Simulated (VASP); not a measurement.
# Os (Fm-3m) in VASP: relaxation of cell and atoms with r2SCAN

Aim: the relaxation of cell and atoms of Os with r2SCAN.

Everything below comes from runs of VASP 6.6.1. Logs are shortened: lines on timing, memory, paths and dates and some standing lists are left out, and cuts for length are marked.

### Step 1. The cell of the first run

Symmetry: Fm-3m, No. 225, cubic system. Conventional cell: a = 3.890 Å, b = 3.890 Å, c = 3.890 Å, α = 90.00°, β = 90.00°, γ = 90.00°. Within 3.6 Å of Os (site symmetry m-3m) lie 12 Os at 2.75 Å.

This isn't the form of Os at room conditions, which is hcp.

### Step 2. Relaxation of cell and atoms, r2SCAN

Input file POSCAR:

```
Os
1.0
    0.0000000000      1.9450000000      1.9450000000
    1.9450000000      0.0000000000      1.9450000000
    1.9450000000      1.9450000000      0.0000000000
Os
1
Direct
    0.0000000000      0.0000000000      0.0000000000
```

Input file INCAR.step1:

```
PREC = Accurate
ENCUT = 550
ISMEAR = -1
SIGMA = 0.05
LREAL = F
LASPH = T
NELM = 120
GGA = PE
ALGO = Normal
EDIFF = 1E-5
LWAVE = T
LCHARG = F
GGA_COMPAT = F
IBRION = 2
ISIF = 3
EDIFFG = -0.005
NELMIN = 4
NSW = 100
```

Input file INCAR.step2:

```
PREC = Accurate
ENCUT = 550
EDIFF = 1E-7
ISMEAR = -1
SIGMA = 0.05
LREAL = F
LASPH = T
NELM = 120
ALGO = Normal
ISIF = 3
LWAVE = F
LCHARG = F
METAGGA = R2SCAN
LMIXTAU = T
IBRION = 2
NSW = 60
EDIFFG = -0.01
ISTART = 1
GGA_COMPAT = F
NELMIN = 4
```

Input file KPOINTS:

```
regular mesh
0
Gamma
  10 10 10
```

Potentials or basis: VASP PAW PBE potentials, release 64 (Os_sv_GW).

Started as:

```
cat potpaw_PBE.64/Os_sv_GW/POTCAR > POTCAR
cp INCAR.step1 INCAR
mpirun -np 1 vasp_std > vasp.out
cp INCAR.step2 INCAR
mpirun -np 1 vasp_std > vasp.out
```

OUTCAR:

```text
PREC = Accurate
   ENCUT = 550
   EDIFF = 1E-7
   ISMEAR = -1
   LREAL = F
   LASPH = T
   NELM = 120
   ISIF = 3
   METAGGA = R2SCAN
   IBRION = 2
   NSW = 60
   EDIFFG = -0.01
   ISTART = 1
   NELMIN = 4

 ion  position               nearest neighbor table
   1  0.000  0.000  0.000-

  LATTYP: Found a face centered cubic cell.
 ALAT       =     3.8900000000

  Lattice vectors:

 A1 = (   0.0000000000,   1.9450000000,   1.9450000000)
 A2 = (   1.9450000000,   0.0000000000,   1.9450000000)
 A3 = (   1.9450000000,   1.9450000000,   0.0000000000)

Analysis of symmetry for initial positions (statically):
=====================================================================
 Subroutine PRICEL returns:
 Original cell was already a primitive cell.

 Routine SETGRP: Setting up the symmetry group for a
 face centered cubic supercell.

 Subroutine GETGRP returns: Found 48 space group operations
 (whereof 48 operations were pure point group operations)
 out of a pool of 48 trial point group operations.

The static configuration has the point symmetry O_h .

Analysis of symmetry for dynamics (positions and initial velocities):
=====================================================================
 Subroutine PRICEL returns:
 Original cell was already a primitive cell.

 Routine SETGRP: Setting up the symmetry group for a
 face centered cubic supercell.

 Subroutine GETGRP returns: Found 48 space group operations
 (whereof 48 operations were pure point group operations)
 out of a pool of 48 trial point group operations.

The dynamic configuration has the point symmetry O_h .

 Subroutine INISYM returns: Found 48 space group operations
 (whereof 48 operations are pure point group operations),
 and found     1 'primitive' translations

----------------------------------------------------------------------------------------

                                     Primitive cell

  volume of cell :      14.7160

  direct lattice vectors                    reciprocal lattice vectors
     0.000000000  1.945000000  1.945000000    -0.257069409  0.257069409  0.257069409
     1.945000000  0.000000000  1.945000000     0.257069409 -0.257069409  0.257069409
     1.945000000  1.945000000  0.000000000     0.257069409  0.257069409 -0.257069409

  length of vectors
     2.750645379  2.750645379  2.750645379     0.445257277  0.445257277  0.445257277

  position of ions in fractional coordinates (direct lattice)
     0.000000000  0.000000000  0.000000000

  ion indices of the primitive-cell ions
   primitive index   ion index
                 1           1

----------------------------------------------------------------------------------------

 KPOINTS: regular mesh

Automatic generation of k-mesh.
 Grid dimensions read from file:
 generate k-points for:   10   10   10

 Generating k-lattice:

  Cartesian coordinates                     Fractional coordinates (reciprocal lattice)
    -0.025706941  0.025706941  0.025706941     0.100000000  0.000000000  0.000000000
     0.025706941 -0.025706941  0.025706941     0.000000000  0.100000000  0.000000000
     0.025706941  0.025706941 -0.025706941     0.000000000  0.000000000  0.100000000

  Length of vectors
     0.044525728  0.044525728  0.044525728

  Shift w.r.t. Gamma in fractional coordinates (k-lattice)
     0.000000000  0.000000000  0.000000000

 Subroutine IBZKPT returns following result:
 ===========================================

 Found     47 irreducible k-points:

 Following reciprocal coordinates:
            Coordinates               Weight
  0.000000  0.000000  0.000000      1.000000
  0.100000  0.000000  0.000000      8.000000
  0.200000  0.000000  0.000000      8.000000
  0.300000  0.000000  0.000000      8.000000
  0.400000  0.000000  0.000000      8.000000
  0.500000  0.000000  0.000000      4.000000
[... 16 lines left out ...]
  0.300000  0.300000  0.000000      6.000000
  0.400000  0.300000  0.000000     24.000000
 [... further k-points ...]
   k-points           NKPTS =     47   k-points in BZ     NKDIM =     47   number of bands    NBANDS=     12
   number of dos      NEDOS =    301   number of ions     NIONS =      1
   total plane-waves  NPLWV =  13824
   dimension x,y,z NGX =    24 NGY =   24 NGZ =   24
   dimension x,y,z NGXF=    48 NGYF=   48 NGZF=   48
   ions per type =               1
   NGX,Y,Z   is equivalent  to a cutoff of  14.51, 14.51, 14.51 a.u.
   NGXF,Y,Z  is equivalent  to a cutoff of  29.01, 29.01, 29.01 a.u.
 SYSTEM =  unknown system
   PREC   = accura    normal or accurate (medium, high low for compatibility)
   ISTART =      1    job   : 0-new  1-cont  2-samecut
   ICHARG =      0    charge: 1-file 2-atom 10-const
   ISPIN  =      1    spin polarized calculation?
   LNONCOLLINEAR =      F non collinear calculations
   LSORBIT =      F    spin-orbit coupling
   LASPH  =      T    aspherical Exc in radial PAW
   ENCUT  =  550.0 eV  40.42 Ry    6.36 a.u.   5.26  5.26  5.26*2*pi/ulx,y,z
   NELM   =    120;   NELMIN=  4; NELMDL=  0     # of ELM steps
   EDIFF  = 0.1E-06   stopping-criterion for ELM
   LREAL  =      F    real-space projection
   EDIFFG = -.1E-01   stopping-criterion for IOM
   NSW    =     60    number of steps for IOM
   IBRION =      2    ionic relax: 0-MD 1-quasi-New 2-CG
   NFREE  =      1    steps in history (QN), initial steepest desc. (CG)
   ISIF   =      3    stress and relaxation
   ISYM   =      2    0-nonsym 1-usesym 2-fastsym
   POTIM  = 0.5000    time-step for ionic-motion
   TEBEG  =    0.0;   TEEND  =   0.0 temperature during run
   PSTRESS=    0.0 pullay stress
   NELECT =      16.0000    total number of electrons
   NUPDOWN=      -1.0000    fix difference up-down
   EMIN   =  10.00;   EMAX   =-10.00  energy-range for DOS
   EFERMI =   0.00;   METHOD = LEGACY
   ISMEAR =    -1;   SIGMA  =   0.05  broadening in eV -4-tet -1-fermi 0-gaus
   EFERMI_NEDOS =   21; number of points for ismear=-14 and -15
   IALGO  =     38    algorithm
   IMIX   =      4    mixing-type and parameters
     AMIX     =   0.40;   BMIX     =  1.00
     AMIX_MAG =   1.60;   BMIX_MAG =  1.00
  volume/ion in A,a.u.               =      14.72        99.31
  Fermi-wavevector in a.u.,A,eV,Ry     =   1.683392  3.181149 38.556300  2.833808
  Thomas-Fermi vector in A             =   2.766601
   LORBIT       =      0    0 simple, 1 ext, 2 COOP (PROOUT), +10 PAW based schemes
   METAGGA = R2SCAN    functional components
   LHFCALC =     F    Hartree Fock is set to
   AEXX    =    0.0000 exact exchange contribution
   IVDW    =     0    specifies the selected vdW correction
   LEPSILON=     F    determine dielectric tensor
   LRPA    =     F    only Hartree local field effects (RPA)
 conjugate gradient relaxation of ions
 non-spin polarized calculation
  energy-cutoff  :      550.00
  volume of cell :       14.72
 maximum number of plane-waves:       444
 NGX is ok and might be reduce to    24
   NGX = 11   NGY = 11   NGZ = 11

--------------------------------------- Ionic step        1  -------------------------------------------

 number of electron      15.9999999 magnetization

 Free energy of the ion-electron system (eV)
  ---------------------------------------------------
  ext. energy  EPLUGINS =         0.00000000
  ---------------------------------------------------
  free energy    TOTEN  =       -53.86680402 eV

  energy without entropy =      -53.85441849  energy(sigma->0) =      -53.86061126

------------------------ aborting loop because EDIFF is reached ----------------------------------------

  FORCE on cell =-STRESS in cart. coord.  units (eV):
  Direction    XX          YY          ZZ          XY          YZ          ZX
  --------------------------------------------------------------------------------------
  -------------------------------------------------------------------------------------
  Total       -1.6735693     -1.6735693     -1.6735693     -0.0000000     -0.0000000     -0.0000000
  in kB     -182.2071730   -182.2071730   -182.2071730     -0.0000000     -0.0000000     -0.0000000
  external PRESSURE =    -182.2071730 kB  Pullay stress =       0.0000000 kB
[... 125 lines left out ...]
  energy  without entropy=      -53.8956222319  energy(sigma->0) =      -53.90143996

--------------------------------------- Ionic step        5  -------------------------------------------

 number of electron      16.0000000 magnetization

 Free energy of the ion-electron system (eV)
  ---------------------------------------------------
  ext. energy  EPLUGINS =         0.00000000
  ---------------------------------------------------
  free energy    TOTEN  =       -53.90728789 eV

  energy without entropy =      -53.89567305  energy(sigma->0) =      -53.90148047

 E-fermi :  13.4492     XC(G=0): -15.9899

 val. band max:       13.4470396300   @ k =   0.0000   0.0000   0.0000
 cond. band min:      13.4495917139   @ k =   0.4000   0.2000   0.1000
 fundamental gap:      0.0025520839
 Fermi energy:        13.4491809425

 k-point     1 :       0.0000    0.0000    0.0000
  band No.  band energies     occupation
      1     -75.1936      2.00000
      2     -33.3777      2.00000
      3     -33.3777      2.00000
      4     -33.3777      2.00000
      5       2.1298      2.00000
      6      10.3195      2.00000
      7      10.3195      2.00000
      8      10.3195      2.00000
      9      13.4470      1.02141
     10      13.4470      1.02141
     11      27.3132      0.00000
     12      33.4203      0.00000
[... 331 lines left out ...]
 k-point    24 :       0.4000    0.3000    0.0000
  band No.  band energies     occupation
      1     -75.0757      2.00000
      2     -34.2565      2.00000
      3     -33.7377      2.00000
      4     -33.7011      2.00000
      5       6.2111      2.00000
      6       7.1088      2.00000
      7      11.4662      2.00000
      8      13.7976      0.00188
      9      15.6042      0.00000
     10      15.8017      0.00000
     11      27.7052      0.00000
     12      29.8123      0.00000

 [... further k-points ...]

------------------------ aborting loop because EDIFF is reached ----------------------------------------

  FORCE on cell =-STRESS in cart. coord.  units (eV):
  Direction    XX          YY          ZZ          XY          YZ          ZX
  --------------------------------------------------------------------------------------
  -------------------------------------------------------------------------------------
  Total        0.0000709      0.0000709      0.0000709      0.0000000     -0.0000000     -0.0000000
  in kB        0.0080893      0.0080893      0.0080893      0.0000000     -0.0000000     -0.0000000
  external PRESSURE =       0.0080893 kB  Pullay stress =       0.0000000 kB
[... 16 lines left out ...]
  FREE ENERGIE OF THE ION-ELECTRON SYSTEM (eV)
  ---------------------------------------------------
  free  energy   TOTEN  =       -53.9072878950 eV

  energy  without entropy=      -53.8956730543  energy(sigma->0) =      -53.90148047

 reached required accuracy - stopping structural energy minimisation
```

Run time: 1.8 min. Hardware: 1 thread of Intel Xeon 6975P-C (Granite Rapids), shared host; peak memory 0.16 GiB.

Results:

```yaml
Free_energy: -53.9073 eV
Relaxed_volume: 14.04 Å³/atom
Relaxed_cell: a = 2.708 Å, b = 2.708 Å, c = 2.708 Å, α = 60.00°, β = 60.00°, γ = 60.00°
Space_group_after_relaxing_to_0.1_Å: Fm-3m (No. 225)
Pressure_after_relaxing: 0.0 GPa
Band_gap_on_the_k_mesh: zero (bands 8 and 9 overlap by 4.08 eV)
```

Final structure:
```
Os
1.0
     0.00000    1.91466    1.91466
     1.91466    0.00000    1.91466
     1.91466    1.91466    0.00000
Os
1
Direct
  0.00000 0.00000 0.00000
```

Levels at points of the mesh, in eV from the Fermi level:
```tsv
k point	band 5	band 6	band 7	band 8	band 9	band 10	band 11	band 12
(0.00, 0.00, 0.00)	-11.32	-3.13	-3.13	-3.13	0.00	0.00	13.86	19.97
(0.50, 0.00, 0.00)	-8.06	-3.32	-3.32	-0.33	2.52	2.52	9.43	13.61
(0.50, 0.50, 0.00)	-7.95	-7.21	2.30	2.45	3.25	3.25	12.47	12.47
```

Caveat: the PAW data sets were made with another functional, which shifts forces and pressure a little; spin-orbit coupling is left out, which moves the levels of the heavy elements.
